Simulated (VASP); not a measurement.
# TaAl3O (R-3m) in VASP: further runs, part 2 of 2

VASP 6.6.1. The steps go on from the part before.

## 3. Relaxation of cell and atoms, PBE

This run uses another cell than the first one, of 15.42 Å³/atom.

File INCAR:

```
SYSTEM = TaAl3O
ALGO = Normal
EDIFF = 1E-7
EDIFFG = -0.04
ENCUT = 600
GGA = PE
IBRION = 2
ISIF = 3
ISMEAR = 0
LASPH = .TRUE.
LCHARG = .FALSE.
LREAL = .FALSE.
LWAVE = .FALSE.
NELM = 80
NSW = 90
PREC = Accurate
SIGMA = 0.1
```

File KPOINTS:

```
k-points
0
G
  6 6 6
  0 0 0
```

File POSCAR:

```
TaAl3O
1.0
    2.2564287800      1.3027497600      4.3703092800
   -2.2564287800      1.3027497600      4.3703092800
    0.0000000000     -2.6054995200      4.3703092800
Ta Al O
1 3 1
Direct
    0.0000000000      0.0000000000      0.0000000000
    0.0000000000      0.0000000000      0.5000000000
    0.5000000000      0.0000000000      0.0000000000
    0.0000000000      0.5000000000      0.0000000000
    0.5000000000      0.5000000000      0.5000000000
```

Potentials or basis: VASP PAW PBE potentials, release 64 (Ta_pv, Al, O).

Command:

```bash
$ cat potpaw_PBE.64/Ta_pv/POTCAR potpaw_PBE.64/Al/POTCAR potpaw_PBE.64/O/POTCAR > POTCAR
$ mpirun -np 1 vasp_std > vasp.out
```

OUTCAR:

```text
SYSTEM = TaAl3O
   EDIFF = 1E-7
   EDIFFG = -0.04
   ENCUT = 600
   GGA = PE
   IBRION = 2
   ISIF = 3
   ISMEAR = 0
   LASPH = .TRUE.
   LREAL = .FALSE.
   NELM = 80
   NSW = 90
   PREC = Accurate

 ion  position               nearest neighbor table
   1  0.000  0.000  0.000-   2 2.54   2 2.54   4 2.54   3 2.54   4 2.54   3 2.54
   2  0.000  0.000  0.500-   3 2.26   4 2.26   4 2.26   3 2.26   5 2.26   5 2.26   1 2.54   1 2.54

   3  0.500  0.000  0.000-   2 2.26   5 2.26   5 2.26   2 2.26   4 2.26   4 2.26   1 2.54   1 2.54

   4  0.000  0.500  0.000-   2 2.26   5 2.26   2 2.26   5 2.26   3 2.26   3 2.26   1 2.54   1 2.54

   5  0.500  0.500  0.500-   3 2.26   4 2.26   3 2.26   4 2.26   2 2.26   2 2.26

  LATTYP: Found a trigonal (rhomboedric) cell.
 ALAT       =     5.0880478554
 COS(alpha) =     0.6066574929

  Lattice vectors:

 A1 = (   2.2564287800,   1.3027497600,   4.3703092800)
 A2 = (  -2.2564287800,   1.3027497600,   4.3703092800)
 A3 = (   0.0000000000,  -2.6054995200,   4.3703092800)

Analysis of symmetry for initial positions (statically):
=====================================================================
 Subroutine PRICEL returns:
 Original cell was already a primitive cell.

 Routine SETGRP: Setting up the symmetry group for a
 trigonal (rhombohedral) supercell.

 Subroutine GETGRP returns: Found 12 space group operations
 (whereof 12 operations were pure point group operations)
 out of a pool of 12 trial point group operations.

The static configuration has the point symmetry D_3d.

Analysis of symmetry for dynamics (positions and initial velocities):
=====================================================================
 Subroutine PRICEL returns:
 Original cell was already a primitive cell.

 Routine SETGRP: Setting up the symmetry group for a
 trigonal (rhombohedral) supercell.

 Subroutine GETGRP returns: Found 12 space group operations
 (whereof 12 operations were pure point group operations)
 out of a pool of 12 trial point group operations.

The dynamic configuration has the point symmetry D_3d.

 Subroutine INISYM returns: Found 12 space group operations
 (whereof 12 operations are pure point group operations),
 and found     1 'primitive' translations

----------------------------------------------------------------------------------------

                                     Primitive cell

  volume of cell :      77.0808

  direct lattice vectors                    reciprocal lattice vectors
     2.256428780  1.302749760  4.370309280     0.221589090  0.127934521  0.076272253
    -2.256428780  1.302749760  4.370309280    -0.221589090  0.127934521  0.076272253
     0.000000000 -2.605499520  4.370309280     0.000000000 -0.255869042  0.076272253

  length of vectors
     5.088047855  5.088047855  5.088047853     0.266995174  0.266995174  0.266995175

  position of ions in fractional coordinates (direct lattice)
     0.000000000  0.000000000  0.000000000
     0.000000000  0.000000000  0.500000000
     0.500000000  0.000000000  0.000000000
     0.000000000  0.500000000  0.000000000
     0.500000000  0.500000000  0.500000000

  ion indices of the primitive-cell ions
   primitive index   ion index
                 1           1
                 2           2
                 3           3
                 4           4
                 5           5

----------------------------------------------------------------------------------------

 KPOINTS: k-points

Automatic generation of k-mesh.
 Grid dimensions read from file:
 generate k-points for:    6    6    6

 Generating k-lattice:

  Cartesian coordinates                     Fractional coordinates (reciprocal lattice)
     0.036931515  0.021322420  0.012712042     0.166666667  0.000000000  0.000000000
    -0.036931515  0.021322420  0.012712042     0.000000000  0.166666667  0.000000000
     0.000000000 -0.042644840  0.012712042     0.000000000  0.000000000  0.166666667

  Length of vectors
     0.044499196  0.044499196  0.044499196

  Shift w.r.t. Gamma in fractional coordinates (k-lattice)
     0.000000000  0.000000000  0.000000000

 Subroutine IBZKPT returns following result:
 ===========================================

 Found     32 irreducible k-points:

 Following reciprocal coordinates:
            Coordinates               Weight
  0.000000  0.000000  0.000000      1.000000
  0.166667 -0.000000 -0.000000      6.000000
  0.333333  0.000000  0.000000      6.000000
  0.500000  0.000000  0.000000      3.000000
  0.166667  0.166667 -0.000000      6.000000
  0.333333  0.166667  0.000000     12.000000
[... 16 lines left out ...]
  0.500000  0.500000  0.166667      6.000000
 -0.333333  0.500000  0.166667     12.000000
 [... further k-points ...]
   k-points           NKPTS =     32   k-points in BZ     NKDIM =     32   number of bands    NBANDS=     17
   number of dos      NEDOS =    301   number of ions     NIONS =      5
   total plane-waves  NPLWV =  74088
   dimension x,y,z NGX =    42 NGY =   42 NGZ =   42
   dimension x,y,z NGXF=    84 NGYF=   84 NGZF=   84
   ions per type =               1   3   1
   NGX,Y,Z   is equivalent  to a cutoff of  13.72, 13.72, 13.72 a.u.
   NGXF,Y,Z  is equivalent  to a cutoff of  27.45, 27.45, 27.45 a.u.
 SYSTEM =  TaAl3O
   PREC   = accura    normal or accurate (medium, high low for compatibility)
   ISTART =      0    job   : 0-new  1-cont  2-samecut
   ICHARG =      2    charge: 1-file 2-atom 10-const
   ISPIN  =      1    spin polarized calculation?
   LNONCOLLINEAR =      F non collinear calculations
   LSORBIT =      F    spin-orbit coupling
   LASPH  =      T    aspherical Exc in radial PAW
   ENCUT  =  600.0 eV  44.10 Ry    6.64 a.u.  10.16 10.16 10.16*2*pi/ulx,y,z
   NELM   =     80;   NELMIN=  2; NELMDL= -5     # of ELM steps
   EDIFF  = 0.1E-06   stopping-criterion for ELM
   LREAL  =      F    real-space projection
   EDIFFG = -.4E-01   stopping-criterion for IOM
   NSW    =     90    number of steps for IOM
   IBRION =      2    ionic relax: 0-MD 1-quasi-New 2-CG
   NFREE  =      1    steps in history (QN), initial steepest desc. (CG)
   ISIF   =      3    stress and relaxation
   ISYM   =      2    0-nonsym 1-usesym 2-fastsym
   POTIM  = 0.5000    time-step for ionic-motion
   TEBEG  =    0.0;   TEEND  =   0.0 temperature during run
   PSTRESS=    0.0 pullay stress
   NELECT =      26.0000    total number of electrons
   NUPDOWN=      -1.0000    fix difference up-down
   EMIN   =  10.00;   EMAX   =-10.00  energy-range for DOS
   EFERMI =   0.00;   METHOD = LEGACY
   ISMEAR =     0;   SIGMA  =   0.10  broadening in eV -4-tet -1-fermi 0-gaus
   EFERMI_NEDOS =   21; number of points for ismear=-14 and -15
   IALGO  =     38    algorithm
   IMIX   =      4    mixing-type and parameters
     AMIX     =   0.40;   BMIX     =  1.00
     AMIX_MAG =   1.60;   BMIX_MAG =  1.00
  volume/ion in A,a.u.               =      15.42       104.03
  Fermi-wavevector in a.u.,A,eV,Ry     =   1.139595  2.153523 17.669575  1.298677
  Thomas-Fermi vector in A             =   2.276298
   LORBIT       =      0    0 simple, 1 ext, 2 COOP (PROOUT), +10 PAW based schemes
   GGA     = PE    functional components
   LHFCALC =     F    Hartree Fock is set to
   AEXX    =    0.0000 exact exchange contribution
   IVDW    =     0    specifies the selected vdW correction
   LEPSILON=     F    determine dielectric tensor
   LRPA    =     F    only Hartree local field effects (RPA)
 conjugate gradient relaxation of ions
 non-spin polarized calculation
 Gauss-broadening in eV      SIGMA  =   0.10
  energy-cutoff  :      600.00
  volume of cell :       77.08
 maximum number of plane-waves:      2591
 NGX is ok and might be reduce to    42
   NGX = 21   NGY = 21   NGZ = 21

--------------------------------------- Ionic step        1  -------------------------------------------

 number of electron      26.0000001 magnetization

 Free energy of the ion-electron system (eV)
  ---------------------------------------------------
  ext. energy  EPLUGINS =         0.00000000
  ---------------------------------------------------
  free energy    TOTEN  =       -22.14758414 eV

  energy without entropy =      -22.13053170  energy(sigma->0) =      -22.13905792

 E-fermi :   6.5915     XC(G=0): -10.4823

 val. band max:        6.5725288187   @ k =   0.5000   0.3333   0.3333
 cond. band min:       6.5942674227   @ k =  -0.3333   0.3333   0.0000
 fundamental gap:      0.0217386040
 Fermi energy:         6.5915412271

 k-point     1 :       0.0000    0.0000    0.0000
  band No.  band energies     occupation
      1     -28.0169      2.00000
      2     -28.0169      2.00000
      3     -27.7106      2.00000
      4     -12.7710      2.00000
      5      -3.0266      2.00000
      6       0.1080      2.00000
[... 1230 lines left out ...]
  energy  without entropy=      -24.2045666378  energy(sigma->0) =      -24.21463088

--------------------------------------- Ionic step        8  -------------------------------------------

 number of electron      26.0000002 magnetization

 Free energy of the ion-electron system (eV)
  ---------------------------------------------------
  ext. energy  EPLUGINS =         0.00000000
  ---------------------------------------------------
  free energy    TOTEN  =       -24.22544743 eV

  energy without entropy =      -24.20589952  energy(sigma->0) =      -24.21567348

 E-fermi :   3.9209     XC(G=0):  -9.3153

 val. band max:        3.9174712373   @ k =   0.0000   0.0000   0.0000
 cond. band min:       3.9639973123   @ k =   0.3333   0.1667   0.0000
 fundamental gap:      0.0465260750
 Fermi energy:         3.9208799012

 k-point     1 :       0.0000    0.0000    0.0000
  band No.  band energies     occupation
      1     -31.1969      2.00000
      2     -31.1969      2.00000
      3     -30.7538      2.00000
      4     -13.3656      2.00000
      5      -4.5788      2.00000
      6      -0.3880      2.00000
[... 503 lines left out ...]
  FREE ENERGIE OF THE ION-ELECTRON SYSTEM (eV)
  ---------------------------------------------------
  free  energy   TOTEN  =       -24.2254474334 eV

  energy  without entropy=      -24.2058995229  energy(sigma->0) =      -24.21567348

 reached required accuracy - stopping structural energy minimisation
```

It took 12 min on 1 thread of Intel Xeon 8259CL, shared host; peak memory 0.31 GiB.

Results:

| Quantity | Value |
| --- | --- |
| Free energy | -24.2254 eV |
| Relaxed volume | 20.51 Å³/atom |
| Relaxed cell | a = 5.431 Å, b = 5.431 Å, c = 5.431 Å, α = 55.91°, β = 55.91°, γ = 55.91° |
| Space group after relaxing (to 0.1 Å) | R-3m (No. 166) |
| Energy gained by relaxing | 415.6 meV/atom |
| Ionic steps | 8 |
| Pressure after relaxing | -0.1 GPa |
| Band gap on the k mesh | zero (bands 13 and 14 overlap by 1.24 eV) |

Step by step:
```tsv
step	energy change (eV)	largest force (eV/Å)	pressure (GPa)	volume (Å³)
1	0.0000	0.0000	32.73	77.08
2	-1.5928	0.0000	-7.82	117.78
3	-2.0160	0.0000	-0.07	101.40
4	-2.0161	0.0000	-0.42	101.93
5	-2.0688	0.0000	0.04	101.83
6	-2.0771	0.0000	0.38	101.74
7	-2.0771	0.0000	0.41	101.73
8	-2.0779	0.0000	-0.11	102.53
```

Final structure:
```
Ta Al O
1.0
     2.54593    1.46989    4.56644
    -2.54593    1.46989    4.56644
     0.00000   -2.93979    4.56644
Ta Al O
1 3 1
Direct
  0.00000 0.00000 0.00000
  0.00000 0.00000 0.50000
  0.50000 0.00000 0.00000
  0.00000 0.50000 0.00000
  0.50000 0.50000 0.50000
```

Levels at points of the mesh, in eV from the Fermi level:
```
           k point  band 9  band 10  band 11  band 12  band 13  band 14  band 15  band 16  band 17
(0.00, 0.00, 0.00)   -2.72    -2.71    -2.71    -1.16     0.00     0.00     0.00     1.70     2.56
(0.50, 0.00, 0.00)   -2.46    -1.50    -1.33    -1.11    -0.18     0.06     0.30     0.66     1.73
(0.50, 0.50, 0.00)   -2.80    -2.09    -1.91    -1.20     0.25     0.26     0.37     0.41     1.63
(0.50, 0.50, 0.50)   -3.95    -1.19    -1.14    -1.14    -0.99    -0.99     0.30     0.30     1.78
```

Caveat: the volume moved by over 15 % at a fixed basis, so the end points are rough; spin-orbit coupling is left out, which moves the levels of the heavy elements.
